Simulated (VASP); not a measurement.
Crystal: NaI.

```
Na I
1.0
     0.00000    3.54319    3.54319
     3.54319    0.00000    3.54319
     3.54319    3.54319    0.00000
Na I
1 1
Direct
  0.00000 0.00000 0.00000
  0.25000 0.25000 0.25000
```

Base run:

| Item | Value |
| --- | --- |
| Program | VASP 6.6.1 |
| Functional | PBE |
| Potentials or basis | VASP PAW PBE potentials, release 64 (Na_pv, I) |
| Cutoff | 520 eV |
| k mesh | 6 × 6 × 6 |
| Occupations | gaussian, width 0.01 eV |
| Spin | no spin polarisation |

Its results: band gap on the k mesh 3.82 eV, direct; pressure 0.4 GPa.

Task: The run is repeated on the same cell with these changes: functional from PBE to r2SCAN. What comes out?

Result: Band gap on the k mesh 4.42 eV, direct; pressure -0.1 GPa.

r2SCAN gives the wider gap, since meta-GGAs in the generalised Kohn-Sham scheme recover part of the derivative discontinuity.

Caveats: spin-orbit coupling is left out, which moves the levels of the heavy elements; the PAW data sets were made with another functional, which shifts forces and pressure a little (some runs).

